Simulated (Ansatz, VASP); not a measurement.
# Sr2CaZnC6N6: VASP beside Ansatz

```xyz
16
Lattice="0.0000 5.8415 5.8415 5.8415 0.0000 5.8415 5.8415 5.8415 0.0000" Properties=species:S:1:pos:R:3 pbc="T T T"
Sr    2.9207    2.9207    2.9207
Sr    8.7622    8.7622    8.7622
Ca    0.0000    0.0000    0.0000
Zn    5.8415    5.8415    5.8415
C     2.5389    5.8415    5.8415
C     5.8415    2.5389    5.8415
C     5.8415    5.8415    2.5389
C     9.1440    5.8415    5.8415
C     5.8415    9.1440    5.8415
C     5.8415    5.8415    9.1440
N     3.7113    5.8415    5.8415
N     5.8415    3.7113    5.8415
N     5.8415    5.8415    3.7113
N     7.9716    5.8415    5.8415
N     5.8415    7.9716    5.8415
N     5.8415    5.8415    7.9716
```

Alike in both runs: functional PBE; k mesh 4 × 4 × 4; occupations gaussian, width 0.1 eV; no spin polarisation.

Ansatz relaxed the structure, and its values are those at the end. VASP's run is a single point on that final structure, the one shown.

```csv
,VASP,Ansatz
version,VASP 6.6.1,Ansatz 0.2.0
potentials or method,"VASP PAW PBE potentials, release 64 (Sr_sv, Ca_sv, Zn, C_h, N_h), cutoff 1330 eV","scalar-relativistic, plane waves, PAW"
valence electrons in the cell,96,96
```

|  | VASP | Ansatz | Ansatz less VASP |
| --- | --- | --- | --- |
| gap on the k mesh at the Fermi level (eV) | none | none | - |
| pressure (GPa) | -0.3 | 0.0 | +0.31 |
| rms of the force components (eV/Å) | 0.014 | 0.007 | -0.0071 |

A gap of «none» marks a metal or a gap that the smearing closes.
